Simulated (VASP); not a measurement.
Wanted: the native input for a VASP 6.6.1 run.

```yaml
Task: single point
Functional: LDA
Potentials_or_basis: VASP PAW LDA potentials, release 64 (Al)
Cutoff: 520 eV
k_mesh: 12 × 12 × 12
Occupations: fermi-dirac, width 0.1 eV
Spin: no spin polarisation
Dipole_correction: no
Further_INCAR_settings: ALGO = Normal; EDIFF = 1e-07; NBANDS = 8
```

The structure of Al lies in POSCAR:

```
Al
1.0
    0.0000000000      1.9403381767      1.9403381767
    1.9403381767      0.0000000000      1.9403381767
    1.9403381767      1.9403381767      0.0000000000
Al
1
Direct
    0.0000000000      0.0000000000      0.0000000000
```

One way to write it, as run:

INCAR

```
SYSTEM = Al
PREC = Accurate
ENCUT = 520
EDIFF = 1E-7
ISMEAR = -1
SIGMA = 0.1
LREAL = .FALSE.
LASPH = .TRUE.
NELM = 80
ALGO = Normal
ISIF = 2
LWAVE = .FALSE.
LCHARG = .FALSE.
NBANDS = 8
```

KPOINTS

```
Automatic mesh
0
G
  12 12 12
  0 0 0
```

Potentials or basis: VASP PAW LDA potentials, release 64 (Al).

Run with:

```bash
$ cat potpaw_LDA.64/Al/POTCAR > POTCAR
$ mpirun -np 1 vasp_std > vasp.out
```

Results of the run:

The pressure is 8.2 GPa.

It took 14 s on 1 thread of AMD EPYC 7R13, on a shared host, peak memory 0.08 GiB.
